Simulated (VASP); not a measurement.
Write the native input for VASP 6.6.1 that does the following.

- Task: single point
- Functional: PBEsol
- Potentials or basis: VASP PAW PBE potentials, release 64 (Al, O)
- Cutoff: 520 eV
- k mesh: 2 × 2 × 2, shifted
- Occupations: gaussian, width 0.02 eV
- Spin: no spin polarisation
- Dipole correction: no
- Further INCAR settings: LREAL = Auto; ALGO = Normal; EDIFF = 1e-06; NBANDS = 122

The structure of Al2O3 lies in POSCAR:

```
Al2O3
1.0
   -4.7738611797     -2.7561900372      4.3382851415
    4.7738611797     -2.7561900372      4.3382851415
    0.0000000000      5.5123800743      4.3382851415
Al O
16 24
Direct
    0.1479209717      0.1479209717      0.1479209717
    0.6479209717      0.6479209717      0.1479209717
    0.6479209717      0.1479209717      0.6479209717
    0.1479209717      0.6479209717      0.6479209717
    0.3520790283      0.3520790283      0.3520790283
    0.8520790283      0.8520790283      0.3520790283
    0.8520790283      0.3520790283      0.8520790283
    0.3520790283      0.8520790283      0.8520790283
    0.6479209717      0.6479209717      0.6479209717
    0.1479209717      0.1479209717      0.6479209717
    0.1479209717      0.6479209717      0.1479209717
    0.6479209717      0.1479209717      0.1479209717
    0.8520790283      0.8520790283      0.8520790283
    0.3520790283      0.3520790283      0.8520790283
    0.3520790283      0.8520790283      0.3520790283
    0.8520790283      0.3520790283      0.3520790283
    0.4029299273      0.5970700727      0.7500000000
    0.9029299273      0.0970700727      0.7500000000
    0.9029299273      0.5970700727      0.2500000000
    0.4029299273      0.0970700727      0.2500000000
    0.4029299273      0.2500000000      0.5970700727
    0.9029299273      0.7500000000      0.5970700727
    0.9029299273      0.2500000000      0.0970700727
    0.4029299273      0.7500000000      0.0970700727
    0.5970700727      0.7500000000      0.4029299273
    0.0970700727      0.2500000000      0.4029299273
    0.0970700727      0.7500000000      0.9029299273
    0.5970700727      0.2500000000      0.9029299273
    0.7500000000      0.4029299273      0.5970700727
    0.2500000000      0.9029299273      0.5970700727
    0.2500000000      0.4029299273      0.0970700727
    0.7500000000      0.9029299273      0.0970700727
    0.2500000000      0.5970700727      0.4029299273
    0.7500000000      0.0970700727      0.4029299273
    0.7500000000      0.5970700727      0.9029299273
    0.2500000000      0.0970700727      0.9029299273
    0.5970700727      0.4029299273      0.2500000000
    0.0970700727      0.9029299273      0.2500000000
    0.0970700727      0.4029299273      0.7500000000
    0.5970700727      0.9029299273      0.7500000000
```

The input as run:

INCAR

```
SYSTEM = Al2O3
PREC = Accurate ; ENCUT = 520
EDIFF = 1E-6 ; ISMEAR = 0
SIGMA = 0.02 ; LREAL = Auto
LASPH = .True. ; NELM = 60
ALGO = Normal ; ISIF = 2
LWAVE = .False. ; LCHARG = .False.
GGA = PS ; NBANDS = 122
```

KPOINTS

```
Automatic mesh
0
Gamma
  2 2 2
  0.5 0.5 0.5
```

Potentials or basis: VASP PAW PBE potentials, release 64 (Al, O).

Command:

```bash
$ cat potpaw_PBE.64/Al/POTCAR potpaw_PBE.64/O/POTCAR > POTCAR
$ mpirun -np 1 vasp_std > vasp.out
```

It gave:

- Pressure: 0.1 GPa
- Largest force: 0.006 eV/Å
- Band gap on the k mesh: 7.13 eV

Caveat: the PAW data sets were made with another functional, which shifts forces and pressure a little; a shifted mesh leaves out Γ, where band edges can lie.

It took 93 s on 1 thread of Intel(R) Xeon(R) Platinum 8488C (Sapphire Rapids), with other jobs on the host, peak memory 0.38 GiB.
